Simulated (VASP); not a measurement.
# NaMgBr3 (Pm-3m) in VASP: further runs, part 2 of 3

VASP 6.6.1. The steps go on from the part before.

## (3) Single point, r2SCAN (28.38 Å³/atom)

This run uses another cell than the first one, of 28.38 Å³/atom.

Input file POSCAR:

```
NaMgBr3
1.0
    5.2155793392      0.0000000000      0.0000000000
    0.0000000000      5.2155793392      0.0000000000
    0.0000000000      0.0000000000      5.2155793392
Na Mg Br
1 1 3
Direct
    0.0000000000      0.0000000000      0.0000000000
    0.5000000000      0.5000000000      0.5000000000
    0.5000000000      0.5000000000      0.0000000000
    0.5000000000      0.0000000000      0.5000000000
    0.0000000000      0.5000000000      0.5000000000
```

Input file INCAR.step1:

```
SYSTEM = NaMgBr3
PREC = Accurate
ENCUT = 520
ISMEAR = 0
SIGMA = 0.01
LREAL = .False.
LASPH = .True.
NELM = 60
NBANDS = 23
GGA = PE
ALGO = Normal
EDIFF = 1E-4
LWAVE = .True.
LCHARG = .False.
```

Input file INCAR.step2:

```
SYSTEM = NaMgBr3
PREC = Accurate
ENCUT = 520
EDIFF = 1E-6
ISMEAR = 0
SIGMA = 0.01
LREAL = .False.
LASPH = .True.
NELM = 60
ALGO = Normal
ISIF = 2
LWAVE = .False.
LCHARG = .True.
METAGGA = R2SCAN
LMIXTAU = .True.
LELF = .True.
LVHAR = .True.
NBANDS = 23
ISTART = 1
```

Input file KPOINTS:

```
regular mesh
0
Gamma
  4 4 4
  0 0 0
```

Potentials or basis: VASP PAW PBE potentials, release 64 (Na_pv, Mg, Br).

Launch:

```bash
> cat potpaw_PBE.64/Na_pv/POTCAR potpaw_PBE.64/Mg/POTCAR potpaw_PBE.64/Br/POTCAR > POTCAR
> cp INCAR.step1 INCAR
> mpirun -np 1 vasp_std > vasp.out
> cp INCAR.step2 INCAR
> mpirun -np 1 vasp_std > vasp.out
```

OUTCAR:

```text
SYSTEM = NaMgBr3
   PREC = Accurate
   ENCUT = 520
   EDIFF = 1E-6
   ISMEAR = 0
   LREAL = .False.
   LASPH = .True.
   NELM = 60
   ISIF = 2
   METAGGA = R2SCAN
   ISTART = 1

 ion  position               nearest neighbor table
   1  0.000  0.000  0.000-
   2  0.500  0.500  0.500-   3 2.61   4 2.61   5 2.61   3 2.61   4 2.61   5 2.61
   3  0.500  0.500  0.000-   2 2.61   2 2.61
   4  0.500  0.000  0.500-   2 2.61   2 2.61
   5  0.000  0.500  0.500-   2 2.61   2 2.61

  LATTYP: Found a simple cubic cell.
 ALAT       =     5.2155793392

  Lattice vectors:

 A1 = (   5.2155793392,   0.0000000000,   0.0000000000)
 A2 = (   0.0000000000,   5.2155793392,   0.0000000000)
 A3 = (   0.0000000000,   0.0000000000,   5.2155793392)

Analysis of symmetry for initial positions (statically):
=====================================================================
 Subroutine PRICEL returns:
 Original cell was already a primitive cell.

 Routine SETGRP: Setting up the symmetry group for a
 simple cubic supercell.

 Subroutine GETGRP returns: Found 48 space group operations
 (whereof 48 operations were pure point group operations)
 out of a pool of 48 trial point group operations.

The static configuration has the point symmetry O_h .

Analysis of symmetry for dynamics (positions and initial velocities):
=====================================================================
 Subroutine PRICEL returns:
 Original cell was already a primitive cell.

 Routine SETGRP: Setting up the symmetry group for a
 simple cubic supercell.

 Subroutine GETGRP returns: Found 48 space group operations
 (whereof 48 operations were pure point group operations)
 out of a pool of 48 trial point group operations.

The dynamic configuration has the point symmetry O_h .

 Subroutine INISYM returns: Found 48 space group operations
 (whereof 48 operations are pure point group operations),
[... 105 lines left out ...]
   IMIX   =      4    mixing-type and parameters
     AMIX     =   0.40;   BMIX     =  1.00
     AMIX_MAG =   1.60;   BMIX_MAG =  1.00
  volume/ion in A,a.u.               =      28.38       191.48
  Fermi-wavevector in a.u.,A,eV,Ry     =   0.975318  1.843083 12.942464  0.951244
  Thomas-Fermi vector in A             =   2.105847
   LORBIT       =      0    0 simple, 1 ext, 2 COOP (PROOUT), +10 PAW based schemes
   METAGGA = R2SCAN    functional components
   LHFCALC =     F    Hartree Fock is set to
   AEXX    =    0.0000 exact exchange contribution
   IVDW    =     0    specifies the selected vdW correction
   LEPSILON=     F    determine dielectric tensor
   LRPA    =     F    only Hartree local field effects (RPA)
 non-spin polarized calculation
 Gauss-broadening in eV      SIGMA  =   0.01
  energy-cutoff  :      520.00
  volume of cell :      141.88
 maximum number of plane-waves:      3887
 NGX is ok and might be reduce to    40
   NGX = 19   NGY = 19   NGZ = 19

 number of electron      30.0000023 magnetization

 Free energy of the ion-electron system (eV)
  ---------------------------------------------------
  ext. energy  EPLUGINS =         0.00000000
  ---------------------------------------------------
  free energy    TOTEN  =       -55.38754675 eV

  energy without entropy =      -55.38754675  energy(sigma->0) =      -55.38754675

 E-fermi :  -0.0375     XC(G=0):  -8.2641

 val. band max:       -0.1529736793   @ k =   0.5000   0.5000   0.5000
 cond. band min:       3.5392839361   @ k =   0.0000   0.0000   0.0000
 fundamental gap:      3.6922576153
 Fermi energy:        -0.0375137320

 k-point     1 :       0.0000    0.0000    0.0000
  band No.  band energies     occupation
      1     -24.3303      2.00000
      2     -24.3303      2.00000
      3     -24.3303      2.00000
      4     -14.6508      2.00000
      5     -13.7460      2.00000
      6     -13.7460      2.00000
[... 249 lines left out ...]
     22       9.6128      0.00000
     23      10.4086      0.00000

------------------------ aborting loop because EDIFF is reached ----------------------------------------

  FORCE on cell =-STRESS in cart. coord.  units (eV):
  Direction    XX          YY          ZZ          XY          YZ          ZX
  --------------------------------------------------------------------------------------
  -------------------------------------------------------------------------------------
  Total        0.7104768      0.7104768      0.7104768      0.0000000      0.0000000     -0.0000000
  in kB        8.0232962      8.0232962      8.0232962      0.0000000      0.0000000     -0.0000000
  external PRESSURE =       8.0232962 kB  Pullay stress =       0.0000000 kB

 VOLUME and BASIS-vectors are now :
 -----------------------------------------------------------------------------
  energy-cutoff  :      520.00
  volume of cell :      141.88
      direct lattice vectors                 reciprocal lattice vectors
     5.215579339  0.000000000  0.000000000     0.191733254  0.000000000  0.000000000
     0.000000000  5.215579339  0.000000000     0.000000000  0.191733254  0.000000000
     0.000000000  0.000000000  5.215579339     0.000000000  0.000000000  0.191733254

 POSITION                                       TOTAL-FORCE (eV/Angst)
 -----------------------------------------------------------------------------------
      0.00000      0.00000      0.00000         0.000000      0.000000      0.000000
      2.60779      2.60779      2.60779         0.000000      0.000000      0.000000
      2.60779      2.60779      0.00000         0.000000      0.000000      0.000000
      2.60779      0.00000      2.60779         0.000000      0.000000      0.000000
      0.00000      2.60779      2.60779         0.000000      0.000000      0.000000
 -----------------------------------------------------------------------------------
    total drift:                                0.000000     -0.000000     -0.000000

  FREE ENERGIE OF THE ION-ELECTRON SYSTEM (eV)
  ---------------------------------------------------
  free  energy   TOTEN  =       -55.3875467534 eV

  energy  without entropy=      -55.3875467534  energy(sigma->0) =      -55.38754675
```

OUTCAR.step1:

```text
SYSTEM = NaMgBr3
   PREC = Accurate
   ENCUT = 520
   ISMEAR = 0
   LREAL = .False.
   LASPH = .True.
   NELM = 60
[... 475 lines left out ...]
      2.60779      2.60779      0.00000         0.000000      0.000000      0.000000
      2.60779      0.00000      2.60779         0.000000      0.000000      0.000000
      0.00000      2.60779      2.60779         0.000000      0.000000      0.000000
 -----------------------------------------------------------------------------------
    total drift:                                0.000000     -0.000000     -0.000000

  FREE ENERGIE OF THE ION-ELECTRON SYSTEM (eV)
  ---------------------------------------------------
  free  energy   TOTEN  =       -14.5746460143 eV

  energy  without entropy=      -14.5746460143  energy(sigma->0) =      -14.57464601
```

Wall time 2 min (1 thread of Intel Xeon Platinum 8488C (Sapphire Rapids), shared host); peak memory 0.27 GiB.

What came out:

```yaml
Free_energy: -55.3875 eV
Pressure: 0.8 GPa
Band_gap_on_the_k_mesh: 3.69 eV (least direct gap 4.27 eV)
```

Levels at points of the mesh, in eV from the valence-band top:
| k point | band 12 | band 13 | band 14 | band 15 | band 16 | band 17 | band 18 | band 19 |
| --- | --- | --- | --- | --- | --- | --- | --- | --- |
| (0.00, 0.00, 0.00) | -0.90 | -0.58 | -0.58 | -0.58 | 3.69 | 3.94 | 7.55 | 7.55 |
| (0.50, 0.00, 0.00) | -1.41 | -1.14 | -0.69 | -0.69 | 5.91 | 5.94 | 6.28 | 8.18 |
| (0.50, 0.50, 0.00) | -1.38 | -1.38 | -1.23 | -0.01 | 6.18 | 7.50 | 7.78 | 7.78 |
| (0.50, 0.50, 0.50) | -1.21 | 0.00 | 0.00 | 0.00 | 4.54 | 6.72 | 6.72 | 6.72 |

Caveat: the PAW data sets were made with another functional, which shifts forces and pressure a little.

## (4) Single point, r2SCAN

This run uses another cell than the first one, of 29.25 Å³/atom.

POSCAR, as its differences from that of step 3:

```diff
@@ -2,5 +2,5 @@
 1.0
-    5.2155793392      0.0000000000      0.0000000000
-    0.0000000000      5.2155793392      0.0000000000
-    0.0000000000      0.0000000000      5.2155793392
+    5.2688032125      0.0000000000      0.0000000000
+    0.0000000000      5.2688032125      0.0000000000
+    0.0000000000      0.0000000000      5.2688032125
 Na Mg Br
```

Input file INCAR.step1:

```
PREC = Accurate ; ENCUT = 520
ISMEAR = 0 ; SIGMA = 0.01
LREAL = F ; LASPH = T
NELM = 100 ; NBANDS = 23
GGA = PE ; ALGO = Normal
EDIFF = 1E-4 ; LWAVE = T
LCHARG = F
```

Input file INCAR.step2:

```
PREC = Accurate ; ENCUT = 520
EDIFF = 1E-6 ; ISMEAR = 0
SIGMA = 0.01 ; LREAL = F
LASPH = T ; NELM = 100
ALGO = Normal ; ISIF = 2
LWAVE = F ; LCHARG = F
METAGGA = R2SCAN ; LMIXTAU = T
NBANDS = 23 ; ISTART = 1
```

Input file KPOINTS:

```
regular mesh
0
Gamma
  4 4 4
```

Launch:

```bash
> cat potpaw_PBE.64/Na_pv/POTCAR potpaw_PBE.64/Mg/POTCAR potpaw_PBE.64/Br/POTCAR > POTCAR
> cp INCAR.step1 INCAR
> mpirun -np 1 vasp_std > vasp.out
> cp INCAR.step2 INCAR
> mpirun -np 1 vasp_std > vasp.out
```

It took 2.1 min on 1 thread of Intel Xeon Platinum 8488C (Sapphire Rapids), shared host; peak memory 0.27 GiB.

Results (log left out):

```yaml
Free_energy: -55.3965 eV
Pressure: -0.1 GPa
Band_gap_on_the_k_mesh: 3.63 eV (least direct gap 4.19 eV)
```

Levels at points of the mesh, in eV from the valence-band top:
```tsv
k point	band 13	band 14	band 15	band 16	band 17	band 18
(0.00, 0.00, 0.00)	-0.56	-0.56	-0.56	3.63	3.90	7.57
(0.50, 0.00, 0.00)	-1.08	-0.66	-0.66	5.85	5.85	6.21
(0.50, 0.50, 0.00)	-1.30	-1.19	-0.01	6.14	7.51	7.67
(0.50, 0.50, 0.50)	0.00	0.00	0.00	4.59	6.66	6.66
```

Caveat: the PAW data sets were made with another functional, which shifts forces and pressure a little. A k mesh can miss the band edges.

## (5) Single point, r2SCAN (30.13 Å³/atom)

This run uses another cell than the first one, of 30.13 Å³/atom.

POSCAR, as its differences from that of step 4:

```diff
@@ -2,5 +2,5 @@
 1.0
-    5.2688032125      0.0000000000      0.0000000000
-    0.0000000000      5.2688032125      0.0000000000
-    0.0000000000      0.0000000000      5.2688032125
+    5.3209729738      0.0000000000      0.0000000000
+    0.0000000000      5.3209729738      0.0000000000
+    0.0000000000      0.0000000000      5.3209729738
 Na Mg Br
```

Input file INCAR.step1:

```
  ALGO = Normal
  EDIFF = 1E-4
  ENCUT = 520
  GGA = PE
  ISMEAR = 0
  LASPH = True
  LCHARG = False
  LREAL = False
  LWAVE = True
  NBANDS = 23
  NELM = 100
  PREC = Accurate
  SIGMA = 0.01
```

Input file INCAR.step2:

```
  ALGO = Normal
  EDIFF = 1E-7
  ENCUT = 520
  ISIF = 2
  ISMEAR = 0
  ISTART = 1
  LASPH = True
  LCHARG = False
  LMIXTAU = True
  LREAL = False
  LWAVE = False
  METAGGA = R2SCAN
  NBANDS = 23
  NELM = 100
  PREC = Accurate
  SIGMA = 0.01
```

Input file KPOINTS:

```
k-points
0
Gamma
  4 4 4
```

Launch:

```bash
> cat potpaw_PBE.64/Na_pv/POTCAR potpaw_PBE.64/Mg/POTCAR potpaw_PBE.64/Br/POTCAR > POTCAR
> cp INCAR.step1 INCAR
> mpirun -np 1 vasp_std > vasp.out
> cp INCAR.step2 INCAR
> mpirun -np 1 vasp_std > vasp.out
```

Run time: 2.5 min. Hardware: 1 thread of Intel Xeon Platinum 8488C (Sapphire Rapids), shared host; peak memory 0.27 GiB.

Results (log left out):

```
Free energy            : -55.3815 eV
Pressure               : -0.9 GPa
Band gap on the k mesh : 3.53 eV (least direct gap 4.07 eV)
```

Levels at points of the mesh, in eV from the valence-band top:
| k point | band 12 | band 13 | band 14 | band 15 | band 16 | band 17 | band 18 | band 19 |
| --- | --- | --- | --- | --- | --- | --- | --- | --- |
| (0.00, 0.00, 0.00) | -0.81 | -0.54 | -0.54 | -0.54 | 3.53 | 3.90 | 7.60 | 7.60 |
| (0.50, 0.00, 0.00) | -1.26 | -1.02 | -0.63 | -0.63 | 5.72 | 5.80 | 6.18 | 8.25 |
| (0.50, 0.50, 0.00) | -1.23 | -1.23 | -1.16 | -0.01 | 6.09 | 7.53 | 7.56 | 7.56 |
| (0.50, 0.50, 0.50) | -1.15 | 0.00 | 0.00 | 0.00 | 4.62 | 6.60 | 6.60 | 6.60 |

Caveat: the PAW data sets were made with another functional, which shifts forces and pressure a little. A k mesh can miss the band edges.

(Continued in part 3 of 3.)
